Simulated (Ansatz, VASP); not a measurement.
## Cu3Pt: VASP beside Ansatz

Contents of INCAR:

```
PREC = Accurate ; ENCUT = 520
EDIFF = 1E-6 ; ISMEAR = -1
SIGMA = 0.05 ; LREAL = F
LASPH = T ; NELM = 80
ALGO = Normal ; ISIF = 2
LWAVE = F ; LCHARG = T
GGA = CA ; LELF = T
LVHAR = T ; NBANDS = 30
```

The input KPOINTS:

```
Automatic mesh
0
Gamma
  9 9 9
```

POSCAR

```
Cu3Pt
1.0
    3.7223256719      0.0000000000      0.0000000000
    0.0000000000      3.7223256719      0.0000000000
    0.0000000000      0.0000000000      3.7223256719
Cu Pt
3 1
Direct
    0.0000000000      0.5000000000      0.5000000000
    0.5000000000      0.0000000000      0.5000000000
    0.5000000000      0.5000000000      0.0000000000
    0.0000000000      0.0000000000      0.0000000000
```

Input for Ansatz:

```yaml
crystal:
  lattice:
    - [3.7223256719, 0.0, 0.0]
    - [0.0, 3.7223256719, 0.0]
    - [0.0, 0.0, 3.7223256719]
  atoms:
    - { symbol: Cu, position: [0.0, 0.5, 0.5] }
    - { symbol: Cu, position: [0.5, 0.0, 0.5] }
    - { symbol: Cu, position: [0.5, 0.5, 0.0] }
    - { symbol: Pt, position: [0.0, 0.0, 0.0] }
kpoints:
  mp_grid: { grid: [9, 9, 9] }
  band_path:
    path:
      - [0.0, 0.0, 0.0]
      - [0.0, 0.5, 0.0]
      - [0.5, 0.5, 0.0]
      - [0.0, 0.0, 0.0]
      - [0.5, 0.5, 0.5]
      - [0.0, 0.5, 0.0]
      - [0.5, 0.5, 0.5]
      - [0.5, 0.5, 0.0]
    npoints: 5
scf:
  occupations: { method: fermi_dirac, width: 0.05 }
hamiltonian:
  xc: lda
  pseudopotentials: { kind: all_electron, lapw: { basis_error: 0.001 } }
output:
  forces: true
  stress: true
  eigenvalues: true
```

Change from the starting cell: volume scaled by 1.01.

Alike in both runs: task single point; functional LDA; k mesh 9 × 9 × 9; occupations fermi-dirac, width 0.05 eV; no spin polarisation.

```csv
,VASP,Ansatz
version,VASP 6.6.1,Ansatz 0.2.0
potentials or method,"VASP PAW LDA potentials, release 64 (Cu, Pt), cutoff 520 eV","all-electron LAPW, scalar-relativistic"
```

```tsv
	VASP	Ansatz	Ansatz less VASP
pressure (GPa)	-12.8	-13.6	-0.82
```

LDA's correlation is that of Perdew and Zunger in VASP and of Perdew and Wang (1992) in Ansatz. Ansatz ran all-electron here, and VASP with PAW potentials.

Neither program's run includes spin-orbit coupling.
